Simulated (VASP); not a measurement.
Runs of VASP 6.6.1 on C. The structure is that of space group I4_1/amd (No. 141), or close to it. The cells are those of the table. 

| potentials or basis | cell | cutoff (eV) | second run | gap on the mesh (eV) | pressure (GPa) |
| --- | --- | --- | --- | --- | --- |
| VASP PAW PBE potentials, release 64 (C) | a = 2.447, b = 2.447, c = 2.826 Å, angles 54.7, 54.7, 70.5°, 2 atoms | 520 | - | none | 2.9 |
| VASP PAW PBE potentials, release 64 (C) | a = 2.487, b = 2.487, c = 2.588 Å, angles 58.6, 58.6, 62.7°, 2 atoms | 520 | - | 2.21 | 1.3 |
| VASP PAW PBE potentials, release 64 (C) | a = 2.747, b = 2.747, c = 2.243 Å, angles 65.9, 65.9, 48.2°, 2 atoms | 520 | - | none | (c) |
| VASP PAW PBE potentials, release 64 (C_h) | a = 2.675, b = 2.675, c = 2.307 Å, angles 64.5, 64.5, 51.1°, 2 atoms | 910 | hard_potentials | (a) | 3.8 |
| VASP PAW PBE potentials, release 64 (C) | a = 2.617, b = 2.617, c = 2.369 Å, angles 63.1, 63.1, 53.8°, 2 atoms | 520 | - | 1.97 | 2.9 |
| VASP PAW PBE potentials, release 64 (C_h) | a = 2.453, b = 2.453, c = 2.735 Å, angles 56.1, 56.1, 67.8°, 2 atoms | 910 | hard_potentials | none | 0.8 |
| VASP PAW PBE potentials, release 64 (C_h) | a = 2.451, b = 2.451, c = 2.906 Å, angles 53.6, 53.6, 72.7°, 2 atoms | 910 | hard_potentials | none | 1.5 |
| VASP PAW PBE potentials, release 64 (C) | a = 2.451, b = 2.451, c = 2.906 Å, angles 53.6, 53.6, 72.7°, 2 atoms | 520 | - | none | (b) |

Alike in all rows: task single point; level r2SCAN; no spin polarisation; k mesh 12 × 12 × 12; smearing gaussian 0.05 eV.

Question: Fill in the values left out.

Answer: (a) 0.93; (b) 3.2; (c) 9.7.

Caveats: the PAW data sets were made with another functional, which shifts forces and pressure a little; the cutoff is under 1.25 times the usual one of these potentials, so pressure, stress and relaxed cells hold a basis-set (Pulay) error (some runs).

A k mesh can miss the band edges.

A gap of «none» marks levels without a gap at the run's occupations.
